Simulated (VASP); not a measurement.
# Zr (P6_3/mmc) in VASP: further runs

The runs below take Zr through electric field gradients, with PBEsol.

All numbers are computed with VASP 6.6.1; they aren't measurements. Logs are shortened: lines on timing, memory, paths and dates and some standing lists are left out, and cuts for length are marked.

**1. The cell of the first run**

The structure is hexagonal, space group P6_3/mmc (No. 194). Conventional cell: a = 3.205 Å, b = 3.205 Å, c = 5.104 Å, α = 90.00°, β = 90.00°, γ = 120.00°. Within 4.1 Å of Zr (site symmetry -6m2) lie 12 Zr at 3.15 to 3.20 Å.

**2. Electric field gradients, PBEsol (22.70 Å³/atom)**

Contents of INCAR:

```
SYSTEM = Zr
PREC = Accurate
ENCUT = 520
EDIFF = 1E-8
ISMEAR = -1
SIGMA = 0.08
LREAL = .FALSE.
LASPH = .TRUE.
NELM = 80
ALGO = Normal
ISIF = 2
LWAVE = .FALSE.
LCHARG = .FALSE.
GGA = PS
LEFG = .TRUE.
NBANDS = 19
```

Contents of KPOINTS:

```
Automatic mesh
0
G
  13 13 7
  0 0 0
```

Contents of POSCAR:

```
Zr
1.0
    3.2048372894      0.0000000000      0.0000000000
   -1.6024186447      2.7754705076      0.0000000000
    0.0000000000      0.0000000000      5.1037458542
Zr
2
Direct
    0.3333333333      0.6666666667      0.2500000000
    0.6666666667      0.3333333333      0.7500000000
```

Potentials or basis: VASP PAW PBE potentials, release 64 (Zr_sv).

Run with:

```bash
$ cat potpaw_PBE.64/Zr_sv/POTCAR > POTCAR
$ mpirun -np 1 vasp_std > vasp.out
```

OUTCAR:

```text
SYSTEM = Zr
   PREC = Accurate
   ENCUT = 520
   EDIFF = 1E-8
   ISMEAR = -1
   LREAL = .FALSE.
   LASPH = .TRUE.
   NELM = 80
   ISIF = 2
   GGA = PS

 ion  position               nearest neighbor table
   1  0.333  0.667  0.250-   2 3.15   2 3.15   2 3.15   2 3.15   2 3.15   2 3.15
   2  0.667  0.333  0.750-   1 3.15   1 3.15   1 3.15   1 3.15   1 3.15   1 3.15

  LATTYP: Found a hexagonal cell.
 ALAT       =     3.2048372894
 C/A-ratio  =     1.5925132521

  Lattice vectors:

 A1 = (   3.2048372894,   0.0000000000,   0.0000000000)
 A2 = (  -1.6024186447,   2.7754705076,   0.0000000000)
 A3 = (   0.0000000000,   0.0000000000,   5.1037458542)

Analysis of symmetry for initial positions (statically):
=====================================================================
 Subroutine PRICEL returns:
 Original cell was already a primitive cell.

 Routine SETGRP: Setting up the symmetry group for a
 hexagonal supercell.

 Subroutine GETGRP returns: Found 24 space group operations
 (whereof 12 operations were pure point group operations)
 out of a pool of 24 trial point group operations.

The static configuration has the point symmetry D_3d.
 The point group associated with its full space group is D_6h.

Analysis of symmetry for dynamics (positions and initial velocities):
=====================================================================
 Subroutine PRICEL returns:
 Original cell was already a primitive cell.

 Routine SETGRP: Setting up the symmetry group for a
 hexagonal supercell.

 Subroutine GETGRP returns: Found 24 space group operations
 (whereof 12 operations were pure point group operations)
 out of a pool of 24 trial point group operations.

The dynamic configuration has the point symmetry D_3d.
 The point group associated with its full space group is D_6h.

 Subroutine INISYM returns: Found 24 space group operations
 (whereof 12 operations are pure point group operations),
 and found     1 'primitive' translations

----------------------------------------------------------------------------------------

                                     Primitive cell
[... 123 lines left out ...]
  energy-cutoff  :      520.00
  volume of cell :       45.40
 maximum number of plane-waves:      1242
 NGX is ok and might be reduce to    24
   NGX = 11   NGY = 11   NGZ = 19

 number of electron      24.0000000 magnetization

 Free energy of the ion-electron system (eV)
  ---------------------------------------------------
  ext. energy  EPLUGINS =         0.00000000
  ---------------------------------------------------
  free energy    TOTEN  =       -18.18170905 eV

  energy without entropy =      -18.13689761  energy(sigma->0) =      -18.15930333

 E-fermi :   9.1390     XC(G=0): -11.3184

 val. band max:        9.1139135367   @ k =   0.3846   0.2308   0.2857
 cond. band min:       9.1407942236   @ k =   0.0769   0.0000   0.2857
 fundamental gap:      0.0268806869
 Fermi energy:         9.1390347447

 k-point     1 :       0.0000    0.0000    0.0000
  band No.  band energies     occupation
      1     -39.5363      2.00000
      2     -39.3627      2.00000
      3     -18.1361      2.00000
      4     -17.1883      2.00000
      5     -17.1883      2.00000
      6     -17.0339      2.00000
[... 505 lines left out ...]
      6     -17.2326      2.00000
[... 11 lines left out ...]
     18      11.4934      0.00000
     19      14.0542      0.00000

 [... further k-points ...]

------------------------ aborting loop because EDIFF is reached ----------------------------------------

  FORCE on cell =-STRESS in cart. coord.  units (eV):
  Direction    XX          YY          ZZ          XY          YZ          ZX
  --------------------------------------------------------------------------------------
  -------------------------------------------------------------------------------------
  Total       -0.3330120     -0.3330120     -0.0872428      0.0000000     -0.0000000      0.0000000
  in kB      -11.7527325    -11.7527325     -3.0789926      0.0000000     -0.0000000      0.0000000
  external PRESSURE =      -8.8614859 kB  Pullay stress =       0.0000000 kB

 VOLUME and BASIS-vectors are now :
 -----------------------------------------------------------------------------
  energy-cutoff  :      520.00
  volume of cell :       45.40
      direct lattice vectors                 reciprocal lattice vectors
     3.204837289  0.000000000  0.000000000     0.312028321  0.180149635  0.000000000
    -1.602418645  2.775470508  0.000000000     0.000000000  0.360299271  0.000000000
     0.000000000  0.000000000  5.103745854     0.000000000  0.000000000  0.195934521

 POSITION                                       TOTAL-FORCE (eV/Angst)
 -----------------------------------------------------------------------------------
     -0.00000      1.85031      1.27594         0.000000      0.000000      0.000000
      1.60242      0.92516      3.82781        -0.000000     -0.000000      0.000000
 -----------------------------------------------------------------------------------
    total drift:                                0.000000     -0.000000      0.000000

  FREE ENERGIE OF THE ION-ELECTRON SYSTEM (eV)
  ---------------------------------------------------
  free  energy   TOTEN  =       -18.1817090478 eV

  energy  without entropy=      -18.1368976075  energy(sigma->0) =      -18.15930333

 Electric field gradients (V/A^2)
---------------------------------------------------------------------
 ion       V_xx      V_yy      V_zz      V_xy      V_xz      V_yz
---------------------------------------------------------------------
   1     -22.044   -22.044    44.088     0.000    -0.000     0.000
   2     -22.044   -22.044    44.088     0.000     0.000    -0.000
---------------------------------------------------------------------

 Electric field gradients after diagonalization (V/A^2)
 (convention: |V_zz| > |V_xx| > |V_yy|)
----------------------------------------------------------------------
 ion       V_xx      V_yy      V_zz     asymmetry (V_yy - V_xx)/ V_zz
----------------------------------------------------------------------
   1     -22.044   -22.044    44.088       0.000
   2     -22.044   -22.044    44.088       0.000
----------------------------------------------------------------------

           NMR quadrupolar parameters

 Cq : quadrupolar parameter    Cq=e*Q*V_zz/h
 eta: asymmetry parameters     (V_yy - V_xx)/ V_zz
 Q  : nuclear electric quadrupole moment in mb (millibarn)
----------------------------------------------------------------------
 ion       Cq(MHz)       eta       Q (mb)
----------------------------------------------------------------------
   1       0.107       0.000       1.000
   2       0.107       0.000       1.000
----------------------------------------------------------------------
```

Wall time 58 s (1 thread of Intel Xeon Platinum 8259CL at 2.50GHz (Skylake/Cascade Lake), shared host); peak memory 0.19 GiB.

Results:

```yaml
Free_energy: -18.1817 eV
Pressure: -0.9 GPa
Band_gap_on_the_k_mesh: zero (bands 12 and 13 overlap by 1.13 eV)
Largest_electric_field_gradient_by_atom: Zr +44.1 V/Å²
```

Electric field gradients, principal values (V/Å²):
```csv
atom,least,middle,greatest (by size)
1 Zr,-22.044,-22.044,44.088
2 Zr,-22.044,-22.044,44.088
```

Caveat: without QUAD_EFG the Cq values of the log hold for a quadrupole moment of 1 mb, not for the nuclei; the PAW data sets were made with another functional, which shifts forces and pressure a little.

**3. Electric field gradients, PBEsol (23.05 Å³/atom)**

This run uses another cell than the first one, of 23.05 Å³/atom.

Contents of INCAR:

```
SYSTEM = Zr
  PREC = Accurate
  ENCUT = 520
  EDIFF = 1E-8
  ISMEAR = -1
  SIGMA = 0.08
  LREAL = .False.
  LASPH = .True.
  NELM = 80
  ALGO = Normal
  ISIF = 2
  LWAVE = .False.
  LCHARG = .False.
  GGA = PS
  LEFG = .True.
  NBANDS = 19
```

Contents of KPOINTS:

```
Automatic mesh
0
Gamma
  13 13 7
  0 0 0
```

Contents of POSCAR:

```
Zr
1.0
    3.2211887832      0.0000000000      0.0000000000
   -1.6105943915      2.7896313165      0.0000000000
    0.0000000000      0.0000000000      5.1297858246
Zr
2
Direct
    0.3333333333      0.6666666667      0.2500000000
    0.6666666667      0.3333333333      0.7500000000
```

Potentials or basis: VASP PAW PBE potentials, release 64 (Zr_sv).

Run with:

```bash
$ cat potpaw_PBE.64/Zr_sv/POTCAR > POTCAR
$ mpirun -np 1 vasp_std > vasp.out
```

OUTCAR:

```text
SYSTEM = Zr
   PREC = Accurate
   ENCUT = 520
   EDIFF = 1E-8
   ISMEAR = -1
   LREAL = .False.
   LASPH = .True.
   NELM = 80
   ISIF = 2
   GGA = PS

 ion  position               nearest neighbor table
   1  0.333  0.667  0.250-   2 3.17   2 3.17   2 3.17   2 3.17   2 3.17   2 3.17
   2  0.667  0.333  0.750-   1 3.17   1 3.17   1 3.17   1 3.17   1 3.17   1 3.17

  LATTYP: Found a hexagonal cell.
 ALAT       =     3.2211887832
 C/A-ratio  =     1.5925132520

  Lattice vectors:

 A1 = (   3.2211887832,   0.0000000000,   0.0000000000)
 A2 = (  -1.6105943915,   2.7896313165,   0.0000000000)
[... 743 lines left out ...]
  free  energy   TOTEN  =       -18.1750219165 eV

  energy  without entropy=      -18.1298520011  energy(sigma->0) =      -18.15243696

 Electric field gradients (V/A^2)
---------------------------------------------------------------------
 ion       V_xx      V_yy      V_zz      V_xy      V_xz      V_yz
---------------------------------------------------------------------
   1     -21.311   -21.311    42.623     0.000    -0.000     0.000
   2     -21.311   -21.311    42.623     0.000     0.000    -0.000
---------------------------------------------------------------------

 Electric field gradients after diagonalization (V/A^2)
 (convention: |V_zz| > |V_xx| > |V_yy|)
----------------------------------------------------------------------
 ion       V_xx      V_yy      V_zz     asymmetry (V_yy - V_xx)/ V_zz
----------------------------------------------------------------------
   1     -21.311   -21.311    42.623       0.000
   2     -21.311   -21.311    42.623       0.000
----------------------------------------------------------------------

           NMR quadrupolar parameters

 Cq : quadrupolar parameter    Cq=e*Q*V_zz/h
 eta: asymmetry parameters     (V_yy - V_xx)/ V_zz
 Q  : nuclear electric quadrupole moment in mb (millibarn)
----------------------------------------------------------------------
 ion       Cq(MHz)       eta       Q (mb)
----------------------------------------------------------------------
   1       0.103       0.000       1.000
   2       0.103       0.000       1.000
----------------------------------------------------------------------
```

OSZICAR:

```text
N       E                     dE             d eps       ncg     rms          rms(c)
DAV:   1     0.214053769762E+03    0.21405E+03   -0.13238E+04  3200   0.126E+03
DAV:   2    -0.290396387220E+01   -0.21696E+03   -0.21267E+03  3725   0.367E+02
DAV:   3    -0.186102179516E+02   -0.15706E+02   -0.15563E+02  5736   0.713E+01
DAV:   4    -0.189868113899E+02   -0.37659E+00   -0.37610E+00  3821   0.115E+01
DAV:   5    -0.189973817515E+02   -0.10570E-01   -0.10567E-01  4682   0.136E+00    0.153E+01
DAV:   6    -0.183106395764E+02    0.68674E+00   -0.10212E+00  3505   0.748E+00    0.606E+00
DAV:   7    -0.181711187924E+02    0.13952E+00   -0.64650E-01  4586   0.514E+00    0.115E+00
DAV:   8    -0.181748413051E+02   -0.37225E-02   -0.36013E-02  4135   0.150E+00    0.248E-01
DAV:   9    -0.181750421736E+02   -0.20087E-03   -0.15021E-03  4316   0.330E-01    0.252E-02
DAV:  10    -0.181750208640E+02    0.21310E-04   -0.45887E-05  4554   0.390E-02    0.224E-02
DAV:  11    -0.181750220649E+02   -0.12009E-05   -0.87982E-06  3610   0.321E-02    0.180E-03
DAV:  12    -0.181750221836E+02   -0.11874E-06   -0.29676E-07  4241   0.366E-03    0.182E-03
DAV:  13    -0.181750219467E+02    0.23694E-06   -0.39575E-08  3275   0.113E-03    0.615E-04
DAV:  14    -0.181750219132E+02    0.33454E-07   -0.33712E-09  2031   0.647E-04    0.237E-04
DAV:  15    -0.181750219165E+02   -0.33351E-08   -0.74931E-10  1926   0.290E-04
   1 F= -.18175022E+02 E0= -.18152437E+02  d E =-.451699E-01
```

It took 55 s on 1 thread of Intel Xeon Platinum 8259CL at 2.50GHz (Skylake/Cascade Lake), shared host; peak memory 0.19 GiB.

What came out:

| Property | Result |
| --- | --- |
| Free energy | -18.1750 eV |
| Pressure | -2.3 GPa |
| Band gap on the k mesh | zero (bands 12 and 13 overlap by 1.10 eV) |
| Largest electric field gradient by atom | Zr +42.6 V/Å² |

Stress tensor (GPa, compression positive):
```
-2.56  0.00  0.00
 0.00 -2.56  0.00
 0.00  0.00 -1.83
```

Levels at points of the mesh, in eV from the Fermi level:
| k point | band 9 | band 10 | band 11 | band 12 | band 13 | band 14 | band 15 | band 16 |
| --- | --- | --- | --- | --- | --- | --- | --- | --- |
| (0.00, 0.00, 0.00) | -5.68 | -3.06 | 0.87 | 0.87 | 1.03 | 1.23 | 1.57 | 1.57 |

Electric field gradients, principal values (V/Å²):
```
atom    least   middle  greatest (by size)
1 Zr  -21.311  -21.311              42.623
2 Zr  -21.311  -21.311              42.623
```

Caveat: without QUAD_EFG the Cq values of the log hold for a quadrupole moment of 1 mb, not for the nuclei; the PAW data sets were made with another functional, which shifts forces and pressure a little.

(Continued in part 2 of 2.)
